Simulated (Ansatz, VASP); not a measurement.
# One calculation of AlN, two programs

```
Al N
1.0
     2.69234    0.00000    0.00000
     0.00000    2.69234    0.00000
     0.00000    0.00000    4.98082
Al N
1 1
Direct
  0.50000 0.50000 0.00000
  0.00000 0.00000 0.00000
```

Change from the starting cell: species swapped into the SnO type (P4/nmm, No. 129).

Alike in both runs: functional PBE; k mesh 10 × 10 × 6; occupations gaussian, width 0.02 eV; no spin polarisation.

Ansatz relaxed the structure, and its values are those at the end. VASP's run is a single point on that final structure, the one shown.

```csv
,VASP,Ansatz
version,VASP 6.6.1,Ansatz 0.2.0
potentials or method,"VASP PAW PBE potentials, release 64 (Al, N), cutoff 520 eV","scalar-relativistic, plane waves, PAW"
valence electrons in the cell,8,8
```

VASP gave:

```
gap on the k mesh at the Fermi level (eV) : 0.93
least direct gap on the mesh (eV)         : 1.88
pressure (GPa)                            : -0.1
```

Q: Which values does Ansatz return?

A: gap on the k mesh at the Fermi level (eV): 0.93; least direct gap on the mesh (eV): 1.88; pressure (GPa): 0.0.
